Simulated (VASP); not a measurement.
# Pb in VASP: further runs, part 2 of 3

VASP 6.6.1. The steps go on from the part before.

## 4. Single point, PBE

File INCAR:

```
ALGO = Normal
DIPOL = 0.5 0.5 0.500
EDIFF = 1E-6
ENCUT = 520
GGA = PE
IDIPOL = 3
ISIF = 2
ISMEAR = -1
LASPH = T
LCHARG = T
LDIPOL = T
LELF = T
LREAL = F
LVACPOTAV = T
LVHAR = T
LWAVE = F
NBANDS = 36
NELM = 80
PREC = Accurate
SIGMA = 0.05
```

File KPOINTS:

```
k-points
0
Gamma
  9 9 1
```

File POSCAR:

```
Pb
1.0
    3.4800006906      0.0000000000      0.0000000000
   -1.7400003453      3.0137690032      0.0000000000
    0.0000000000      0.0000000000     23.3850000000
Pb
4
Direct
    0.6666666667      0.3333333334      0.3207184092
    0.3333333333      0.6666666666      0.4402394697
    0.6666666667      0.3333333334      0.5597605303
    0.3333333333      0.6666666666      0.6792815908
```

Potentials or basis: VASP PAW PBE potentials, release 64 (Pb_d).

Launch:

```bash
$ cat potpaw_PBE.64/Pb_d/POTCAR > POTCAR
$ mpirun -np 1 vasp_std > vasp.out
```

OUTCAR:

```text
EDIFF = 1E-6
   ENCUT = 520
   GGA = PE
   ISIF = 2
   ISMEAR = -1
   LASPH = T
   LREAL = F
   NELM = 80
   PREC = Accurate

 ion  position               nearest neighbor table
   1  0.667  0.333  0.321-   2 3.44   2 3.44   2 3.44
   2  0.333  0.667  0.440-   1 3.44   1 3.44   1 3.44   3 3.44   3 3.44   3 3.44
   3  0.667  0.333  0.560-   4 3.44   4 3.44   4 3.44   2 3.44   2 3.44   2 3.44
   4  0.333  0.667  0.679-   3 3.44   3 3.44   3 3.44

  LATTYP: Found a hexagonal cell.
 ALAT       =     3.4800006906
 C/A-ratio  =     6.7198262527

  Lattice vectors:

 A1 = (   3.4800006906,   0.0000000000,   0.0000000000)
 A2 = (  -1.7400003453,   3.0137690032,   0.0000000000)
 A3 = (   0.0000000000,   0.0000000000,  23.3850000000)

Analysis of symmetry for initial positions (statically):
=====================================================================
 Subroutine PRICEL returns:
 Original cell was already a primitive cell.

 Routine SETGRP: Setting up the symmetry group for a
 hexagonal supercell.

 Subroutine GETGRP returns: Found 12 space group operations
 (whereof 12 operations were pure point group operations)
 out of a pool of 24 trial point group operations.

The static configuration has the point symmetry D_3d.

Analysis of symmetry for dynamics (positions and initial velocities):
=====================================================================
 Subroutine PRICEL returns:
 Original cell was already a primitive cell.

 Routine SETGRP: Setting up the symmetry group for a
 hexagonal supercell.

 Subroutine GETGRP returns: Found 12 space group operations
 (whereof 12 operations were pure point group operations)
 out of a pool of 24 trial point group operations.

The dynamic configuration has the point symmetry D_3d.

 Subroutine INISYM returns: Found 12 space group operations
 (whereof 12 operations are pure point group operations),
 and found     1 'primitive' translations

----------------------------------------------------------------------------------------

                                     Primitive cell

  volume of cell :     245.2600

  direct lattice vectors                    reciprocal lattice vectors
     3.480000691  0.000000000  0.000000000     0.287356265  0.165905217  0.000000000
    -1.740000345  3.013769003  0.000000000     0.000000000  0.331810434  0.000000000
     0.000000000  0.000000000 23.385000000     0.000000000  0.000000000  0.042762455

  length of vectors
     3.480000691  3.480000691 23.385000000     0.331810434  0.331810434  0.042762455

  position of ions in fractional coordinates (direct lattice)
     0.666666667  0.333333333  0.320718409
     0.333333333  0.666666667  0.440239470
     0.666666667  0.333333333  0.559760530
     0.333333333  0.666666667  0.679281591

  ion indices of the primitive-cell ions
   primitive index   ion index
                 1           1
                 2           2
                 3           3
                 4           4

----------------------------------------------------------------------------------------

 KPOINTS: k-points

Automatic generation of k-mesh.
 Grid dimensions read from file:
[... 27 lines left out ...]
  0.111111  0.111111  0.000000      6.000000
  0.222222  0.111111  0.000000     12.000000
  0.333333  0.111111  0.000000     12.000000
  0.444444  0.111111  0.000000      6.000000
  0.222222  0.222222  0.000000      6.000000
  0.333333  0.222222  0.000000     12.000000
  0.333333  0.333333  0.000000      2.000000
   k-points           NKPTS =     12   k-points in BZ     NKDIM =     12   number of bands    NBANDS=     36
   number of dos      NEDOS =    301   number of ions     NIONS =      4
   total plane-waves  NPLWV = 141120
   dimension x,y,z NGX =    28 NGY =   28 NGZ =  180
   dimension x,y,z NGXF=    56 NGYF=   56 NGZF=  360
   ions per type =               4
   NGX,Y,Z   is equivalent  to a cutoff of  13.38, 13.38, 12.80 a.u.
   NGXF,Y,Z  is equivalent  to a cutoff of  26.75, 26.75, 25.59 a.u.
 SYSTEM =  unknown system
   PREC   = accura    normal or accurate (medium, high low for compatibility)
   ISTART =      0    job   : 0-new  1-cont  2-samecut
   ICHARG =      2    charge: 1-file 2-atom 10-const
   ISPIN  =      1    spin polarized calculation?
   LNONCOLLINEAR =      F non collinear calculations
   LSORBIT =      F    spin-orbit coupling
   LASPH  =      T    aspherical Exc in radial PAW
   ENCUT  =  520.0 eV  38.22 Ry    6.18 a.u.   6.47  6.47 43.48*2*pi/ulx,y,z
   NELM   =     80;   NELMIN=  2; NELMDL= -5     # of ELM steps
   EDIFF  = 0.1E-05   stopping-criterion for ELM
   LREAL  =      F    real-space projection
   EDIFFG = 0.1E-04   stopping-criterion for IOM
   NSW    =      0    number of steps for IOM
   IBRION =     -1    ionic relax: 0-MD 1-quasi-New 2-CG
   NFREE  =      0    steps in history (QN), initial steepest desc. (CG)
   ISIF   =      2    stress and relaxation
   ISYM   =      2    0-nonsym 1-usesym 2-fastsym
   POTIM  = 0.5000    time-step for ionic-motion
   TEBEG  =    0.0;   TEEND  =   0.0 temperature during run
   PSTRESS=    0.0 pullay stress
   NELECT =      56.0000    total number of electrons
   NUPDOWN=      -1.0000    fix difference up-down
   EMIN   =  10.00;   EMAX   =-10.00  energy-range for DOS
   EFERMI =   0.00;   METHOD = LEGACY
   ISMEAR =    -1;   SIGMA  =   0.05  broadening in eV -4-tet -1-fermi 0-gaus
   EFERMI_NEDOS =   21; number of points for ismear=-14 and -15
   IALGO  =     38    algorithm
   IMIX   =      4    mixing-type and parameters
     AMIX     =   0.40;   BMIX     =  1.00
     AMIX_MAG =   1.60;   BMIX_MAG =  1.00
  volume/ion in A,a.u.               =      61.31       413.77
  Fermi-wavevector in a.u.,A,eV,Ry     =   1.000603  1.890866 13.622249  1.001207
  Thomas-Fermi vector in A             =   2.132971
   LORBIT       =      0    0 simple, 1 ext, 2 COOP (PROOUT), +10 PAW based schemes
   GGA     = PE    functional components
   LHFCALC =     F    Hartree Fock is set to
   AEXX    =    0.0000 exact exchange contribution
   IVDW    =     0    specifies the selected vdW correction
   LEPSILON=     F    determine dielectric tensor
   LRPA    =     F    only Hartree local field effects (RPA)
 non-spin polarized calculation
  energy-cutoff  :      520.00
  volume of cell :      245.26
 maximum number of plane-waves:      6687
 NGX is ok and might be reduce to    28
   NGX = 13   NGY = 13   NGZ = 87

 dipolmoment           0.000000      0.000000      0.000000 electrons x Angstroem

 number of electron      56.0000007 magnetization

 dipolmoment           0.000000      0.000000     -0.000000 electrons x Angstroem

 Free energy of the ion-electron system (eV)
  ---------------------------------------------------
  ext. energy  EPLUGINS =         0.00000000
  ---------------------------------------------------
  free energy    TOTEN  =       -13.87998342 eV

  energy without entropy =      -13.87278451  energy(sigma->0) =      -13.87638397

 E-fermi :   1.6577     XC(G=0):  -5.6193

 val. band max:        1.4254380306   @ k =   0.2222   0.1111   0.0000
 cond. band min:       1.6928684605   @ k =   0.4444   0.0000   0.0000
 fundamental gap:      0.2674304299
 Fermi energy:         1.6577094177

 k-point     1 :       0.0000    0.0000    0.0000
  band No.  band energies     occupation
      1     -15.3977      2.00000
      2     -15.3941      2.00000
      3     -15.3561      2.00000
      4     -15.3467      2.00000
      5     -15.3467      2.00000
      6     -15.3388      2.00000
[... 457 lines left out ...]
     35       5.5459      0.00000
     36       5.5459      0.00000

------------------------ aborting loop because EDIFF is reached ----------------------------------------

  FORCE on cell =-STRESS in cart. coord.  units (eV):
  Direction    XX          YY          ZZ          XY          YZ          ZX
  --------------------------------------------------------------------------------------
  -------------------------------------------------------------------------------------
  Total        1.2013838      1.2013838      1.2574875      0.0000000      0.0000000      0.0000000
  in kB        7.8481209      7.8481209      8.2146221      0.0000000      0.0000000      0.0000000
  external PRESSURE =       7.9702879 kB  Pullay stress =       0.0000000 kB

 VOLUME and BASIS-vectors are now :
 -----------------------------------------------------------------------------
  energy-cutoff  :      520.00
  volume of cell :      245.26
      direct lattice vectors                 reciprocal lattice vectors
     3.480000691  0.000000000  0.000000000     0.287356265  0.165905217  0.000000000
    -1.740000345  3.013769003  0.000000000     0.000000000  0.331810434  0.000000000
     0.000000000  0.000000000 23.385000000     0.000000000  0.000000000  0.042762455

 POSITION                                       TOTAL-FORCE (eV/Angst)
 -----------------------------------------------------------------------------------
      1.74000      1.00459      7.50000         0.000000     -0.000000     -0.020179
     -0.00000      2.00918     10.29500         0.000000     -0.000000     -0.408384
      1.74000      1.00459     13.09000        -0.000000      0.000000      0.408384
     -0.00000      2.00918     15.88500        -0.000000     -0.000000      0.020179
 -----------------------------------------------------------------------------------
    total drift:                                0.000000      0.000000     -0.000000

  FREE ENERGIE OF THE ION-ELECTRON SYSTEM (eV)
  ---------------------------------------------------
  free  energy   TOTEN  =       -13.8799834198 eV

  energy  without entropy=      -13.8727845105  energy(sigma->0) =      -13.87638397

 vacuum level on the upper side and lower side of the slab         5.455         5.455
```

OSZICAR:

```text
N       E                     dE             d eps       ncg     rms          rms(c)
DAV:   1     0.653501580247E+03    0.65350E+03   -0.26563E+04   912   0.152E+03
DAV:   2     0.504759690532E+02   -0.60303E+03   -0.59461E+03   880   0.435E+02
DAV:   3    -0.109987580679E+02   -0.61475E+02   -0.60929E+02  1048   0.187E+02
DAV:   4    -0.138795274499E+02   -0.28808E+01   -0.28785E+01  1012   0.507E+01
[... 11 lines left out ...]
DAV:  16    -0.138798881222E+02   -0.80765E-04   -0.14756E-05   912   0.267E-02    0.309E-03
DAV:  17    -0.138799466627E+02   -0.58541E-04   -0.51972E-06   628   0.226E-02    0.114E-03
DAV:  18    -0.138799706520E+02   -0.23989E-04   -0.20876E-06   588   0.911E-03    0.134E-03
DAV:  19    -0.138799826548E+02   -0.12003E-04   -0.12818E-06   632   0.115E-02    0.356E-04
DAV:  20    -0.138799834198E+02   -0.76494E-06   -0.65239E-08   612   0.480E-03
   1 F= -.13879983E+02 E0= -.13876384E+02  d E =-.719891E-02
```

stdout:

```text
POSCAR found type information on POSCAR Pb
 POSCAR found :  1 types and       4 ions
 scaLAPACK will be used
 LDA part: xc-table for (Slater+PW92), standard interpolation
 POSCAR, INCAR and KPOINTS ok, starting setup
 FFT: planning ... GRIDC
 FFT: planning ... GRID_SOFT
 FFT: planning ... GRID
 WAVECAR not read
 entering main loop
 -----------------------------------------------------------------------------
|                                                                             |
|           W    W    AA    RRRRR   N    N  II  N    N   GGGG   !!!           |
|           W    W   A  A   R    R  NN   N  II  NN   N  G    G  !!!           |
|           W    W  A    A  R    R  N N  N  II  N N  N  G       !!!           |
|           W WW W  AAAAAA  RRRRR   N  N N  II  N  N N  G  GGG   !            |
|           WW  WW  A    A  R   R   N   NN  II  N   NN  G    G                |
|           W    W  A    A  R    R  N    N  II  N    N   GGGG   !!!           |
|                                                                             |
|     Did not find any points to average over, which means that no vacuum     |
|     field-free region was found. Please increase the size of  your cell     |
|     in the dimension of the dipole correction to obtain accurate            |
|     workfunction values.                                                    |
|                                                                             |
 -----------------------------------------------------------------------------
```

Wall time 2.5 min (1 thread of AMD EPYC 7R13, shared host); peak memory 0.35 GiB.

What came out:

| Item | Value |
| --- | --- |
| Free energy | -13.8800 eV |
| Largest force | 0.408 eV/Å |
| Band gap on the k mesh | zero (bands 28 and 29 overlap by 4.17 eV) |

Forces on the atoms (eV/Å):
```
Pb   0.000  0.000 -0.020
Pb   0.000  0.000 -0.408
Pb   0.000  0.000  0.408
Pb   0.000  0.000  0.020
```

Caveat: spin-orbit coupling is left out, which moves the levels of the heavy elements.

(Continued in part 3 of 3.)
